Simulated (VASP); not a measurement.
Runs of VASP 6.6.1 on Co. The structure is that of space group Pm-3m (No. 221), or close to it. The cells are those of the table. 

```csv
task,spin,cell,k mesh,cutoff (eV),smearing,gap on the mesh (eV),pressure (GPa),moment (μB)
single point,"collinear, ferromagnetic start","a = 2.365 Å, 1 atom",14 × 14 × 14,520,fermi-dirac 0.05 eV,none,-0.5,1.89
single point,off,"a = 2.306 Å, 1 atom",22 × 22 × 22,600,fermi-dirac 0.1 eV,none,-0.6,-
relaxation of cell and atoms,off,"relaxed from a = 2.287 Å, 1 atom",14 × 14 × 14,600,fermi-dirac 0.1 eV,none,0.0,-
single point,"collinear, ferromagnetic start","a = 2.457 Å, 1 atom",15 × 15 × 15,520,fermi-dirac 0.05 eV,none,-12.0,1.96
single point,"collinear, ferromagnetic start","a = 2.427 Å, 1 atom",15 × 15 × 15,520,fermi-dirac 0.05 eV,none,-8.9,1.94
single point,"collinear, ferromagnetic start","a = 2.334 Å, 1 atom",15 × 15 × 15,520,fermi-dirac 0.05 eV,none,5.3,(b)
single point,"collinear, ferromagnetic start","a = 2.365 Å, 1 atom",22 × 22 × 22,520,fermi-dirac 0.05 eV,none,-0.6,1.90
single point,"collinear, ferromagnetic start","a = 2.301 Å, 1 atom",15 × 15 × 15,520,fermi-dirac 0.05 eV,none,(a),1.80
single point,off,"a = 2.306 Å, 1 atom",14 × 14 × 14,600,fermi-dirac 0.1 eV,none,-0.7,-
single point,off,"a = 2.306 Å, 1 atom",15 × 15 × 15,600,fermi-dirac 0.1 eV,none,-0.6,-
single point,"collinear, ferromagnetic start","a = 2.397 Å, 1 atom",15 × 15 × 15,520,fermi-dirac 0.05 eV,none,-5.3,1.91
single point,off,"a = 2.395 Å, 1 atom",15 × 15 × 15,600,fermi-dirac 0.1 eV,none,-14.4,-
```

Alike in all rows: level RPBE; potentials or basis VASP PAW PBE potentials, release 64 (Co).

**Question.** Estimate the missing entries.

**Answer.** (a) 11.9; (b) 1.87.

Caveats: the PAW data sets were made with another functional, which shifts forces and pressure a little.

A gap of «none» marks levels without a gap at the run's occupations.
